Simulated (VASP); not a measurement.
## WS2: single point with PBEsol

The system is WS2, a slab with vacuum.

```
W S
1.0
     3.14578    0.00000    0.00000
    -1.57289    2.72432    0.00000
     0.00000    0.00000   16.95342
W S
1 2
Direct
  0.33333 0.66667 0.00000
  0.66667 0.33333 0.90831
  0.66667 0.33333 0.09316
```

This cell differs from its parent crystal: all S atoms moved +0.013 Å, as atom 2 towards its neighbour atom 3 (S) at 3.134 Å.

- Program: VASP 6.6.1
- Task: single point
- Functional: PBEsol
- Potentials or basis: VASP PAW PBE potentials, release 64 (W_sv, S)
- Cutoff: 520 eV
- k mesh: 12 × 12 × 2
- Occupations: gaussian, width 0.05 eV
- Spin: no spin polarisation
- Dipole correction: no
- Further INCAR settings: ALGO = Normal; EDIFF = 1e-06; NBANDS = 20

```json
{
 "Largest force": "0.420 eV/Å",
 "Band gap on the k mesh": "1.94 eV"
}
```

Forces on the atoms (eV/Å):
```
W    0.000  0.000  0.420
S    0.000  0.000 -0.233
S    0.000  0.000 -0.186
```

Levels at points of the mesh, in eV from the valence-band top:
```
           k point  band 11  band 12  band 13  band 14  band 15  band 16
(0.00, 0.00, 0.00)    -1.57    -1.57    -0.13     2.98     2.98     3.18
(0.50, 0.00, 0.00)    -2.19    -1.19    -0.96     3.01     3.43     4.09
(0.00, 0.00, 0.50)    -1.57    -1.57    -0.13     2.98     2.98     3.18
(0.50, 0.00, 0.50)    -2.19    -1.19    -0.96     3.01     3.43     4.09
```

Wall time 2.3 min on 1 thread of AMD EPYC 7R13 Processor (Zen 3), on a shared host, peak memory 0.27 GiB.

Caveat: the cell differs from its parent crystal (all S atoms moved +0.013 Å, as atom 2 towards its neighbour atom 3 (S) at 3.134 Å); there is no dipole correction, which matters where the two faces differ; the PAW data sets were made with another functional, which shifts forces and pressure a little; spin-orbit coupling is left out, which moves the levels of the heavy elements.
